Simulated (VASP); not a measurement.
# Ti in VASP: further runs

The runs below take Ti through single point, with PBE.

All numbers are computed with VASP 6.6.1; they aren't measurements. Logs are shortened: lines on timing, memory, paths and dates and some standing lists are left out, and cuts for length are marked.

### 1 The cell of the first run

It takes space group R-3m (No. 166, trigonal). Conventional cell: a = 2.940 Å, b = 2.940 Å, c = 7.028 Å, α = 90.00°, β = 90.00°, γ = 120.00°. Ti (site symmetry -3m) has 12 Ti at 2.89 to 2.94 Å within 3.8 Å.

### 2 Single point, PBE

INCAR

```
  PREC = Accurate
  ENCUT = 520
  EDIFF = 1E-6
  ISMEAR = 0
  SIGMA = 0.1
  LREAL = False
  LASPH = True
  NELM = 60
  ALGO = Fast
  ISIF = 2
  LWAVE = False
  LCHARG = True
  GGA = PE
  LELF = True
  LVHAR = True
  ISYM = 0
  NBANDS = 12
```

KPOINTS

```
Automatic mesh
0
Gamma
  12 12 15
```

POSCAR

```
Ti
1.0
    2.9402049249      0.0000000000      0.0000000000
   -1.4701024625      2.5462921573      0.0000000000
    1.4701024625      0.8487640524      2.3425735224
Ti
1
Direct
    0.0000000000      0.0000000000      0.0000000000
```

Potentials or basis: VASP PAW PBE potentials, release 64 (Ti_sv).

On the command line:

```
$ cat potpaw_PBE.64/Ti_sv/POTCAR > POTCAR
$ mpirun -np 1 vasp_std > vasp.out
```

OUTCAR:

```text
PREC = Accurate
   ENCUT = 520
   EDIFF = 1E-6
   ISMEAR = 0
   LREAL = False
   LASPH = True
   NELM = 60
   ISIF = 2
   GGA = PE
   ISYM = 0

 ion  position               nearest neighbor table
   1  0.000  0.000  0.000-

IMPORTANT INFORMATION: All symmetrisations will be switched off!
NOSYMM: (Re-)initialisation of all symmetry stuff for point group C_1.

----------------------------------------------------------------------------------------

                                     Primitive cell

  volume of cell :      17.5380

  direct lattice vectors                    reciprocal lattice vectors
     2.940204925  0.000000000  0.000000000     0.340112348  0.196363956 -0.284587297
    -1.470102463  2.546292157  0.000000000     0.000000000  0.392727911 -0.142293648
     1.470102463  0.848764052  2.342573522     0.000000000  0.000000000  0.426880945

  length of vectors
     2.940204925  2.940204925  2.892966017     0.485000146  0.417711257  0.426880945

  position of ions in fractional coordinates (direct lattice)
     0.000000000  0.000000000  0.000000000

  ion indices of the primitive-cell ions
   primitive index   ion index
                 1           1

----------------------------------------------------------------------------------------

 KPOINTS: Automatic mesh

Automatic generation of k-mesh.
 Grid dimensions read from file:
 generate k-points for:   12   12   15

 Generating k-lattice:

  Cartesian coordinates                     Fractional coordinates (reciprocal lattice)
     0.028342696  0.016363663 -0.023715608     0.083333333  0.000000000  0.000000000
     0.000000000  0.032727326 -0.011857804     0.000000000  0.083333333  0.000000000
     0.000000000  0.000000000  0.028458730     0.000000000  0.000000000  0.066666667

  Length of vectors
     0.040416679  0.034809271  0.028458730

  Shift w.r.t. Gamma in fractional coordinates (k-lattice)
     0.000000000  0.000000000  0.000000000

 -----------------------------------------------------------------------------
|                                                                             |
|           W    W    AA    RRRRR   N    N  II  N    N   GGGG   !!!           |
|           W    W   A  A   R    R  NN   N  II  NN   N  G    G  !!!           |
|           W    W  A    A  R    R  N N  N  II  N N  N  G       !!!           |
|           W WW W  AAAAAA  RRRRR   N  N N  II  N  N N  G  GGG   !            |
|           WW  WW  A    A  R   R   N   NN  II  N   NN  G    G                |
|           W    W  A    A  R    R  N    N  II  N    N   GGGG   !!!           |
|                                                                             |
|     Your reciprocal lattice and k-lattice belong to different lattice       |
|     classes:                                                                |
|                                                                             |
|        The reciprocal lattice is rhombohedral (trigonal),                   |
|        whereas your k-lattice is base-centered monoclinic.                  |
|                                                                             |
|     Results are often still useful ...                                      |
|                                                                             |
 -----------------------------------------------------------------------------

 WARNING: IBZKPT: internal override: KBLOWUP is changed to .FALSE.
      ... skipping the blow-up phase ...

 Subroutine IBZKPT returns following result:
 ===========================================

 Found   1082 irreducible k-points:

 Following reciprocal coordinates:
            Coordinates               Weight
  0.000000  0.000000  0.000000      1.000000
  0.083333 -0.000000  0.000000      2.000000
  0.166667 -0.000000  0.000000      2.000000
  0.250000  0.000000  0.000000      2.000000
  0.333333  0.000000  0.000000      2.000000
  0.416667 -0.000000  0.000000      2.000000
[... 16 lines left out ...]
  0.250000  0.166667  0.000000      2.000000
  0.333333  0.166667  0.000000      2.000000
 [... further k-points ...]
   k-points           NKPTS =   1082   k-points in BZ     NKDIM =   1082   number of bands    NBANDS=     12
   number of dos      NEDOS =    301   number of ions     NIONS =      1
   total plane-waves  NPLWV =  13824
   dimension x,y,z NGX =    24 NGY =   24 NGZ =   24
   dimension x,y,z NGXF=    48 NGYF=   48 NGZF=   48
   ions per type =               1
   NGX,Y,Z   is equivalent  to a cutoff of  13.57, 13.57, 13.79 a.u.
   NGXF,Y,Z  is equivalent  to a cutoff of  27.14, 27.14, 27.58 a.u.
 SYSTEM =  unknown system
   PREC   = accura    normal or accurate (medium, high low for compatibility)
   ISTART =      0    job   : 0-new  1-cont  2-samecut
   ICHARG =      2    charge: 1-file 2-atom 10-const
   ISPIN  =      1    spin polarized calculation?
   LNONCOLLINEAR =      F non collinear calculations
   LSORBIT =      F    spin-orbit coupling
   LASPH  =      T    aspherical Exc in radial PAW
   ENCUT  =  520.0 eV  38.22 Ry    6.18 a.u.   5.47  5.47  5.38*2*pi/ulx,y,z
   NELM   =     60;   NELMIN=  2; NELMDL= -5     # of ELM steps
   EDIFF  = 0.1E-05   stopping-criterion for ELM
   LREAL  =      F    real-space projection
   EDIFFG = 0.1E-04   stopping-criterion for IOM
   NSW    =      0    number of steps for IOM
   IBRION =     -1    ionic relax: 0-MD 1-quasi-New 2-CG
   NFREE  =      0    steps in history (QN), initial steepest desc. (CG)
   ISIF   =      2    stress and relaxation
   ISYM   =      0    0-nonsym 1-usesym 2-fastsym
   POTIM  = 0.5000    time-step for ionic-motion
   TEBEG  =    0.0;   TEEND  =   0.0 temperature during run
   PSTRESS=    0.0 pullay stress
   NELECT =      12.0000    total number of electrons
   NUPDOWN=      -1.0000    fix difference up-down
   EMIN   =  10.00;   EMAX   =-10.00  energy-range for DOS
   EFERMI =   0.00;   METHOD = LEGACY
   ISMEAR =     0;   SIGMA  =   0.10  broadening in eV -4-tet -1-fermi 0-gaus
   EFERMI_NEDOS =   21; number of points for ismear=-14 and -15
   IALGO  =     68    algorithm
   IMIX   =      4    mixing-type and parameters
     AMIX     =   0.40;   BMIX     =  1.00
     AMIX_MAG =   1.60;   BMIX_MAG =  1.00
  volume/ion in A,a.u.               =      17.54       118.35
  Fermi-wavevector in a.u.,A,eV,Ry     =   1.442588  2.726095 28.314530  2.081059
  Thomas-Fermi vector in A             =   2.561091
   LORBIT       =      0    0 simple, 1 ext, 2 COOP (PROOUT), +10 PAW based schemes
   GGA     = PE    functional components
   LHFCALC =     F    Hartree Fock is set to
   AEXX    =    0.0000 exact exchange contribution
   IVDW    =     0    specifies the selected vdW correction
   LEPSILON=     F    determine dielectric tensor
   LRPA    =     F    only Hartree local field effects (RPA)
 non-spin polarized calculation
 RMM-DIIS sequential band-by-band and
 Gauss-broadening in eV      SIGMA  =   0.10
  energy-cutoff  :      520.00
  volume of cell :       17.54
 maximum number of plane-waves:       498
 NGX is ok and might be reduce to    24
   NGX = 11   NGY = 11   NGZ = 11

 number of electron      12.0000000 magnetization

 Free energy of the ion-electron system (eV)
  ---------------------------------------------------
  ext. energy  EPLUGINS =         0.00000000
  ---------------------------------------------------
  free energy    TOTEN  =        -7.77887090 eV

  energy without entropy =       -7.76988572  energy(sigma->0) =       -7.77437831

 E-fermi :   8.1166     XC(G=0): -11.4528

 val. band max:        8.1161294070   @ k =   0.0833  -0.0000   0.4000
 cond. band min:       8.1166952456   @ k =   0.2500  -0.0833   0.0667
 fundamental gap:      0.0005658386
 Fermi energy:         8.1166063492

 k-point     1 :       0.0000    0.0000    0.0000
  band No.  band energies     occupation
      1     -48.6104      2.00000
      2     -24.4896      2.00000
      3     -24.4888      2.00000
      4     -24.4618      2.00000
      5       2.0453      2.00000
      6       8.8981      0.00000
      7       8.8987      0.00000
      8       9.1497      0.00000
      9      10.6000      0.00000
     10      10.6012      0.00000
     11      23.2958      0.00000
     12      27.5103      0.00000

 k-point     2 :       0.0833   -0.0000    0.0000
  band No.  band energies     occupation
      1     -48.6000      2.00000
      2     -24.5258      2.00000
      3     -24.5054      2.00000
      4     -24.4836      2.00000
      5       2.3404      2.00000
      6       8.7398      0.00000
      7       9.0324      0.00000
      8       9.2186      0.00000
      9      10.3924      0.00000
     10      10.6642      0.00000
     11      23.5374      0.00000
     12      26.4668      0.00000

 k-point     3 :       0.1667   -0.0000    0.0000
  band No.  band energies     occupation
      1     -48.5716      2.00000
      2     -24.6404      2.00000
      3     -24.5486      2.00000
      4     -24.5271      2.00000
      5       3.1702      2.00000
      6       8.2144      0.16687
      7       9.4269      0.00000
      8       9.5680      0.00000
      9       9.8589      0.00000
     10      10.8431      0.00000
     11      24.0949      0.00000
     12      24.9450      0.00000
[... 286 lines left out ...]
 k-point    23 :       0.2500    0.1667    0.0000
  band No.  band energies     occupation
      1     -48.4900      2.00000
      2     -24.9711      2.00000
      3     -24.6807      2.00000
      4     -24.6230      2.00000
      5       5.6925      2.00000
      6       7.1342      2.00000
      7       8.6713      0.00000
      8      10.2843      0.00000
      9      11.6213      0.00000
     10      11.7305      0.00000
     11      19.0223      0.00000
     12      21.9817      0.00000

 k-point    24 :       0.3333    0.1667    0.0000
  band No.  band energies     occupation
      1     -48.4653      2.00000
      2     -25.0217      2.00000
      3     -24.7581      2.00000
      4     -24.6576      2.00000
      5       5.9962      2.00000
      6       6.7908      2.00000
      7       9.1271      0.00000
      8      10.8408      0.00000
      9      11.7737      0.00000
     10      13.0103      0.00000
     11      17.8376      0.00000
     12      19.6938      0.00000

 [... further k-points ...]

------------------------ aborting loop because EDIFF is reached ----------------------------------------

  FORCE on cell =-STRESS in cart. coord.  units (eV):
  Direction    XX          YY          ZZ          XY          YZ          ZX
  --------------------------------------------------------------------------------------
  -------------------------------------------------------------------------------------
  Total       -0.2374618     -0.2431146      0.0795688      0.0048990     -0.0044913     -0.0077827
  in kB      -21.6932796    -22.2096946      7.2689929      0.4475444     -0.4103021     -0.7109838
  external PRESSURE =     -12.2113271 kB  Pullay stress =       0.0000000 kB

 VOLUME and BASIS-vectors are now :
 -----------------------------------------------------------------------------
  energy-cutoff  :      520.00
  volume of cell :       17.54
      direct lattice vectors                 reciprocal lattice vectors
     2.940204925  0.000000000  0.000000000     0.340112348  0.196363956 -0.284587297
    -1.470102463  2.546292157  0.000000000     0.000000000  0.392727911 -0.142293648
     1.470102463  0.848764052  2.342573522     0.000000000  0.000000000  0.426880945

 POSITION                                       TOTAL-FORCE (eV/Angst)
 -----------------------------------------------------------------------------------
      0.00000      0.00000      0.00000        -0.000015     -0.000004      0.000002
 -----------------------------------------------------------------------------------
    total drift:                               -0.000015     -0.000004      0.000002

  FREE ENERGIE OF THE ION-ELECTRON SYSTEM (eV)
  ---------------------------------------------------
  free  energy   TOTEN  =        -7.7788708968 eV

  energy  without entropy=       -7.7698857157  energy(sigma->0) =       -7.77437831
```

Wall time 1.9 min (1 thread of Intel Xeon 6975P-C (Granite Rapids), shared host); peak memory 0.33 GiB.

Results:

| Quantity | Value |
| --- | --- |
| Free energy | -7.7789 eV |
| Pressure | -1.2 GPa |
| Band gap on the k mesh | zero (band 6 reaches 8.96 eV, above the bottom of band 7 at 7.68 eV) |

Stress tensor (GPa, compression positive):
```
-2.17  0.04 -0.07
 0.04 -2.22 -0.04
-0.07 -0.04  0.73
```

Levels at points of the mesh, in eV from the Fermi level:
```csv
k point,band 3,band 4,band 5,band 6,band 7,band 8,band 9,band 10
"(0.00, 0.00, 0.00)",-32.61,-32.58,-6.07,0.78,0.78,1.03,2.48,2.48
"(0.50, 0.00, 0.00)",-32.84,-32.81,-2.54,-1.68,2.80,3.51,3.79,3.81
"(0.00, 0.50, 0.00)",-32.68,-32.67,-2.57,0.54,0.64,0.91,3.45,3.58
"(0.50, 0.50, 0.00)",-32.68,-32.67,-2.57,0.54,0.64,0.91,3.45,3.58
```

(Continued in part 2 of 2.)
